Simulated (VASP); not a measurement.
Crystal: IrRh5.

```xyz
6
Lattice="2.7123 0.0000 0.0000 -1.3561 2.3489 0.0000 0.0000 0.0000 12.8765" Properties=species:S:1:pos:R:3 pbc="T T T"
Ir    1.3561    0.7830    6.4383
Rh    0.0000    1.5659    8.5844
Rh    0.0000    1.5659    0.0000
Rh    0.0000    1.5659    4.2922
Rh    1.3561    0.7830   10.7304
Rh    1.3561    0.7830    2.1461
```

- Program: VASP 6.6.1
- Task: relaxation of cell and atoms
- Functional: PBE
- Potentials or basis: VASP PAW PBE potentials, release 64 (Ir, Rh_pv)
- Cutoff: 600 eV
- k mesh: 6 × 6 × 2
- Occupations: gaussian, width 0.1 eV
- Spin: no spin polarisation

At the start: pressure 11.2 GPa; volume 13.67 Å³/atom.

Task: How do energy, volume and symmetry change on relaxing?

Result: Over 7 steps the energy falls by 17.8 meV/atom and the volume is 14.19 Å³/atom (+3.8 %); space group P-6m2 (No. 187, to 0.1 Å) before and after.

Step by step:
```
step  energy change (eV)  largest force (eV/Å)  pressure (GPa)  volume (Å³)
   1              0.0000                0.1714           11.18        82.04
   2              0.5085                0.2031          -20.39        93.89
   3             -0.1055                0.1192           -0.41        85.30
   4             -0.1057                0.1207           -0.06        85.19
   5             -0.1057                0.1215            0.15        85.12
   6             -0.1067                0.0455            0.16        85.13
   7             -0.1068                0.0226            0.18        85.13
```

Final structure:
```xyz
6
Lattice="2.7473 0.0000 0.0000 -1.3737 2.3792 0.0000 0.0000 0.0000 13.0236" Properties=species:S:1:pos:R:3 pbc="T T T"
Ir    1.3737    0.7931    6.5118
Rh    0.0000    1.5862    8.6793
Rh    0.0000    1.5862   13.0236
Rh    0.0000    1.5862    4.3442
Rh    1.3737    0.7931   10.8619
Rh    1.3737    0.7931    2.1616
```

Caveat: the k points lie up to 0.44 Å⁻¹ apart in the final cell, too coarse for converged energies and pressures of a metal.
